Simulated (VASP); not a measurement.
# BiB (Imm2) in VASP: single point with r2SCAN

Aim: the single point of BiB with r2SCAN.

All numbers are computed with VASP 6.6.1; they aren't measurements. Logs are shortened: lines on timing, memory, paths and dates and some standing lists are left out, and cuts for length are marked.

## Step 1: The cell of the first run

The structure is orthorhombic, space group Imm2 (No. 44). The conventional cell has a = 3.851 Å, b = 3.913 Å, c = 5.490 Å, α = 90.00°, β = 90.00°, γ = 90.00°. B (site symmetry mm2) has 4 Bi at 2.37 to 2.38 Å within 3.1 Å. Within 3.1 Å of Bi (site symmetry mm2) lie 4 B at 2.37 to 2.38 Å.

## Step 2: Single point, r2SCAN (shear xy strain +1.6%)

The input, POSCAR:

```
BiB
1.0
    0.0219589958      2.7448744688      2.7448744688
    2.7448744688      0.0219589958      2.7448744688
    2.7668334645      2.7668334645     -0.0000000001
B Bi
1 1
Direct
    0.0008197983      0.0008197983     -0.0008197983
    0.2491802017      0.2491802017      0.2508197983
```

The input, INCAR.step1:

```
  ALGO = Normal
  EDIFF = 1E-4
  ENCUT = 520
  GGA = PE
  ISMEAR = 0
  LASPH = T
  LCHARG = F
  LREAL = F
  LWAVE = T
  NBANDS = 16
  NELM = 60
  PREC = Accurate
  SIGMA = 0.01
```

The input, INCAR.step2:

```
  ALGO = Normal
  EDIFF = 1E-7
  ENCUT = 520
  ISIF = 2
  ISMEAR = 0
  ISTART = 1
  LASPH = T
  LCHARG = T
  LELF = T
  LMIXTAU = T
  LREAL = F
  LVHAR = T
  LWAVE = F
  METAGGA = R2SCAN
  NBANDS = 16
  NELM = 60
  PREC = Accurate
  SIGMA = 0.01
```

The input, KPOINTS:

```
k-points
0
Gamma
  8 8 8
```

Potentials or basis: VASP PAW PBE potentials, release 64 (B, Bi_d).

On the command line:

```console
> cat potpaw_PBE.64/B/POTCAR potpaw_PBE.64/Bi_d/POTCAR > POTCAR
> cp INCAR.step1 INCAR
> mpirun -np 1 vasp_std > vasp.out
> cp INCAR.step2 INCAR
> mpirun -np 1 vasp_std > vasp.out
```

OUTCAR:

```text
EDIFF = 1E-7
   ENCUT = 520
   ISIF = 2
   ISMEAR = 0
   ISTART = 1
   LASPH = T
   LREAL = F
   METAGGA = R2SCAN
   NELM = 60
   PREC = Accurate

 ion  position               nearest neighbor table
   1  0.001  0.001  0.999-   2 2.37   2 2.37   2 2.38   2 2.38
   2  0.249  0.249  0.251-   1 2.37   1 2.37   1 2.38   1 2.38

  LATTYP: Found a body centered orthorhombic cell.
 ALAT       =     3.8507839911
 B/A-ratio  =     1.0161290323
 C/A-ratio  =     1.4256185105

  Lattice vectors:

 A1 = (   2.7448744687,   0.0219589957,  -2.7448744689)
 A2 = (  -2.7448744688,  -0.0219589958,  -2.7448744688)
 A3 = (   0.0219589958,   2.7448744688,   2.7448744688)

Analysis of symmetry for initial positions (statically):
=====================================================================
 Subroutine PRICEL returns:
 Original cell was already a primitive cell.

 Routine SETGRP: Setting up the symmetry group for a
 body centered orthorhombic supercell.

 Subroutine GETGRP returns: Found  4 space group operations
 (whereof  4 operations were pure point group operations)
 out of a pool of  8 trial point group operations.

The static configuration has the point symmetry C_2v.

Analysis of symmetry for dynamics (positions and initial velocities):
=====================================================================
 Subroutine PRICEL returns:
 Original cell was already a primitive cell.

 Routine SETGRP: Setting up the symmetry group for a
 body centered orthorhombic supercell.

 Subroutine GETGRP returns: Found  4 space group operations
 (whereof  4 operations were pure point group operations)
 out of a pool of  8 trial point group operations.

The dynamic configuration has the point symmetry C_2v.

 Subroutine INISYM returns: Found  4 space group operations
 (whereof  4 operations are pure point group operations),
 and found     1 'primitive' translations

----------------------------------------------------------------------------------------

                                     Primitive cell

  volume of cell :      41.3590

  direct lattice vectors                    reciprocal lattice vectors
     0.021958996  2.744874469  2.744874469    -0.183626706  0.183626706  0.182157693
     2.744874469  0.021958996  2.744874469     0.183626706 -0.183626706  0.182157693
     2.766833464  2.766833464 -0.000000000     0.180711997  0.180711997 -0.182157693

  length of vectors
     3.881900810  3.881900810  3.912893410     0.317204917  0.317204917  0.313839253

  position of ions in fractional coordinates (direct lattice)
     0.000819798  0.000819798  0.999180202
     0.249180202  0.249180202  0.250819798

  ion indices of the primitive-cell ions
   primitive index   ion index
                 1           1
                 2           2

----------------------------------------------------------------------------------------

 KPOINTS: k-points

Automatic generation of k-mesh.
 Grid dimensions read from file:
 generate k-points for:    8    8    8

 Generating k-lattice:

  Cartesian coordinates                     Fractional coordinates (reciprocal lattice)
    -0.022953338  0.022953338  0.022769712     0.125000000 -0.000000000 -0.000000000
     0.022953338 -0.022953338  0.022769712    -0.000000000  0.125000000 -0.000000000
     0.022589000  0.022589000 -0.022769712    -0.000000000 -0.000000000  0.125000000

  Length of vectors
     0.039650615  0.039650615  0.039229907

  Shift w.r.t. Gamma in fractional coordinates (k-lattice)
     0.000000000  0.000000000  0.000000000

 Subroutine IBZKPT returns following result:
 ===========================================

 Found     95 irreducible k-points:

 Following reciprocal coordinates:
            Coordinates               Weight
  0.000000  0.000000  0.000000      1.000000
  0.125000  0.000000  0.000000      4.000000
  0.250000  0.000000  0.000000      4.000000
  0.375000  0.000000  0.000000      4.000000
  0.500000  0.000000  0.000000      2.000000
  0.125000  0.125000  0.000000      2.000000
[... 16 lines left out ...]
  0.125000  0.000000  0.125000      4.000000
  0.250000  0.000000  0.125000      8.000000
 [... further k-points ...]
   k-points           NKPTS =     95   k-points in BZ     NKDIM =     95   number of bands    NBANDS=     16
   number of dos      NEDOS =    301   number of ions     NIONS =      2
   total plane-waves  NPLWV =  27000
   dimension x,y,z NGX =    30 NGY =   30 NGZ =   30
   dimension x,y,z NGXF=    60 NGYF=   60 NGZF=   60
   ions per type =               1   1
   NGX,Y,Z   is equivalent  to a cutoff of  12.85, 12.85, 12.75 a.u.
   NGXF,Y,Z  is equivalent  to a cutoff of  25.70, 25.70, 25.49 a.u.
 SYSTEM =  unknown system
   PREC   = accura    normal or accurate (medium, high low for compatibility)
   ISTART =      1    job   : 0-new  1-cont  2-samecut
   ICHARG =      0    charge: 1-file 2-atom 10-const
   ISPIN  =      1    spin polarized calculation?
   LNONCOLLINEAR =      F non collinear calculations
   LSORBIT =      F    spin-orbit coupling
   LASPH  =      T    aspherical Exc in radial PAW
   ENCUT  =  520.0 eV  38.22 Ry    6.18 a.u.   7.22  7.22  7.28*2*pi/ulx,y,z
   NELM   =     60;   NELMIN=  2; NELMDL=  0     # of ELM steps
   EDIFF  = 0.1E-06   stopping-criterion for ELM
   LREAL  =      F    real-space projection
   EDIFFG = 0.1E-05   stopping-criterion for IOM
   NSW    =      0    number of steps for IOM
   IBRION =     -1    ionic relax: 0-MD 1-quasi-New 2-CG
   NFREE  =      0    steps in history (QN), initial steepest desc. (CG)
   ISIF   =      2    stress and relaxation
   ISYM   =      2    0-nonsym 1-usesym 2-fastsym
   POTIM  = 0.5000    time-step for ionic-motion
   TEBEG  =    0.0;   TEEND  =   0.0 temperature during run
   PSTRESS=    0.0 pullay stress
   NELECT =      18.0000    total number of electrons
   NUPDOWN=      -1.0000    fix difference up-down
   EMIN   =  10.00;   EMAX   =-10.00  energy-range for DOS
   EFERMI =   0.00;   METHOD = LEGACY
   ISMEAR =     0;   SIGMA  =   0.01  broadening in eV -4-tet -1-fermi 0-gaus
   EFERMI_NEDOS =   21; number of points for ismear=-14 and -15
   IALGO  =     38    algorithm
   IMIX   =      4    mixing-type and parameters
     AMIX     =   0.40;   BMIX     =  1.00
     AMIX_MAG =   1.60;   BMIX_MAG =  1.00
  volume/ion in A,a.u.               =      20.68       139.55
  Fermi-wavevector in a.u.,A,eV,Ry     =   1.240630  2.344452 20.941597  1.539164
  Thomas-Fermi vector in A             =   2.375063
   LORBIT       =      0    0 simple, 1 ext, 2 COOP (PROOUT), +10 PAW based schemes
   METAGGA = R2SCAN    functional components
   LHFCALC =     F    Hartree Fock is set to
   AEXX    =    0.0000 exact exchange contribution
   IVDW    =     0    specifies the selected vdW correction
   LEPSILON=     F    determine dielectric tensor
   LRPA    =     F    only Hartree local field effects (RPA)
 non-spin polarized calculation
 Gauss-broadening in eV      SIGMA  =   0.01
  energy-cutoff  :      520.00
  volume of cell :       41.36
 maximum number of plane-waves:      1127
 NGX is ok and might be reduce to    30
   NGX = 15   NGY = 15   NGZ = 15

 number of electron      17.9999998 magnetization

 Free energy of the ion-electron system (eV)
  ---------------------------------------------------
  ext. energy  EPLUGINS =         0.00000000
  ---------------------------------------------------
  free energy    TOTEN  =       -64.30571027 eV

  energy without entropy =      -64.30571027  energy(sigma->0) =      -64.30571027

 E-fermi :   7.3041     XC(G=0): -10.7535

 val. band max:        7.1455281496   @ k =   0.0000   0.0000   0.0000
 cond. band min:       7.4754334608   @ k =   0.0000   0.0000   0.0000
 fundamental gap:      0.3299053112
 Fermi energy:         7.3041242451

 k-point     1 :       0.0000    0.0000    0.0000
  band No.  band energies     occupation
      1     -16.7793      2.00000
      2     -16.7793      2.00000
      3     -16.7786      2.00000
      4     -16.6771      2.00000
      5     -16.6771      2.00000
      6      -7.7377      2.00000
[... 8 lines left out ...]
     15      18.2153      0.00000
     16      18.2763      0.00000

 k-point     2 :       0.1250    0.0000    0.0000
  band No.  band energies     occupation
      1     -16.7781      2.00000
      2     -16.7723      2.00000
      3     -16.7718      2.00000
      4     -16.6770      2.00000
      5     -16.6766      2.00000
      6      -7.5228      2.00000
[... 8 lines left out ...]
     15      17.1795      0.00000
     16      17.2818      0.00000

 k-point     3 :       0.2500    0.0000    0.0000
  band No.  band energies     occupation
      1     -16.7767      2.00000
      2     -16.7588      2.00000
      3     -16.7577      2.00000
      4     -16.6733      2.00000
      5     -16.6719      2.00000
      6      -6.9043      2.00000
[... 8 lines left out ...]
     15      16.8309      0.00000
     16      17.0029      0.00000

 k-point     4 :       0.3750    0.0000    0.0000
  band No.  band energies     occupation
      1     -16.7758      2.00000
      2     -16.7511      2.00000
      3     -16.7497      2.00000
      4     -16.6637      2.00000
      5     -16.6610      2.00000
      6      -6.0273      2.00000
[... 8 lines left out ...]
     15      17.7710      0.00000
     16      18.0063      0.00000
[... 324 lines left out ...]
 k-point    22 :       0.0000    0.0000    0.1250
  band No.  band energies     occupation
      1     -16.7782      2.00000
      2     -16.7729      2.00000
      3     -16.7721      2.00000
      4     -16.6769      2.00000
      5     -16.6765      2.00000
      6      -7.5291      2.00000
[... 8 lines left out ...]
     15      17.2435      0.00000
     16      17.3463      0.00000

 k-point    23 :       0.1250    0.0000    0.1250
  band No.  band energies     occupation
      1     -16.7858      2.00000
      2     -16.7656      2.00000
      3     -16.7654      2.00000
      4     -16.6822      2.00000
      5     -16.6721      2.00000
      6      -7.4546      2.00000
[... 8 lines left out ...]
     15      15.7189      0.00000
     16      18.9094      0.00000

 k-point    24 :       0.2500    0.0000    0.1250
  band No.  band energies     occupation
      1     -16.7879      2.00000
      2     -16.7519      2.00000
      3     -16.7499      2.00000
      4     -16.6851      2.00000
      5     -16.6660      2.00000
      6      -6.9653      2.00000
[... 8 lines left out ...]
     15      16.8609      0.00000
     16      18.3146      0.00000

 [... further k-points ...]

------------------------ aborting loop because EDIFF is reached ----------------------------------------

  FORCE on cell =-STRESS in cart. coord.  units (eV):
  Direction    XX          YY          ZZ          XY          YZ          ZX
  --------------------------------------------------------------------------------------
  -------------------------------------------------------------------------------------
  Total       -0.0102144     -0.0102144     -0.0182008     -0.3325177      0.0000000      0.0000000
  in kB       -0.3956888     -0.3956888     -0.7050691    -12.8811806      0.0000000      0.0000000
  external PRESSURE =      -0.4988155 kB  Pullay stress =       0.0000000 kB

 VOLUME and BASIS-vectors are now :
 -----------------------------------------------------------------------------
  energy-cutoff  :      520.00
  volume of cell :       41.36
      direct lattice vectors                 reciprocal lattice vectors
     0.021958996  2.744874469  2.744874469    -0.183626706  0.183626706  0.182157693
     2.744874469  0.021958996  2.744874469     0.183626706 -0.183626706  0.182157693
     2.766833464  2.766833464 -0.000000000     0.180711997  0.180711997 -0.182157693

 POSITION                                       TOTAL-FORCE (eV/Angst)
 -----------------------------------------------------------------------------------
      2.76683      2.76683      0.00450        -0.000000     -0.000000     -0.000841
      1.38342      1.38342      1.36794         0.000000      0.000000      0.000841
 -----------------------------------------------------------------------------------
    total drift:                                0.000000      0.000000     -0.000114

  FREE ENERGIE OF THE ION-ELECTRON SYSTEM (eV)
  ---------------------------------------------------
  free  energy   TOTEN  =       -64.3057102668 eV

  energy  without entropy=      -64.3057102668  energy(sigma->0) =      -64.30571027
```

It took 3.7 min on 1 thread of Intel Xeon Platinum 8488C (Sapphire Rapids), shared host; peak memory 0.21 GiB.

Results:

```
Free energy            : -64.3057 eV
Pressure               : 0.0 GPa
Band gap on the k mesh : 0.33 eV, direct
```

Levels at points of the mesh, in eV from the valence-band top:
```
           k point  band 5  band 6  band 7  band 8  band 9  band 10  band 11  band 12  band 13  band 14
(0.00, 0.00, 0.00)  -23.82  -14.88   -0.10   -0.06    0.00     0.33     2.78     2.89     2.98     6.72
(0.50, 0.00, 0.00)  -23.80  -12.63   -8.19   -1.83   -1.80     0.39     4.29     4.34     6.43     8.99
(0.50, 0.50, 0.00)  -23.79  -11.65   -8.42   -3.83   -3.63     0.86     1.18     8.96     9.21     9.24
(0.00, 0.00, 0.50)  -23.80  -12.72   -8.20   -1.75   -1.71     0.56     4.36     4.42     6.47     8.96
(0.50, 0.00, 0.50)  -23.79  -11.65   -8.42   -3.73   -3.73     0.96     1.08     8.89     9.22     9.29
```

Caveat: the cell differs from its parent crystal (shear xy strain +1.6%); the PAW data sets were made with another functional, which shifts forces and pressure a little; spin-orbit coupling is left out, which moves the levels of the heavy elements. A k mesh can miss the band edges.
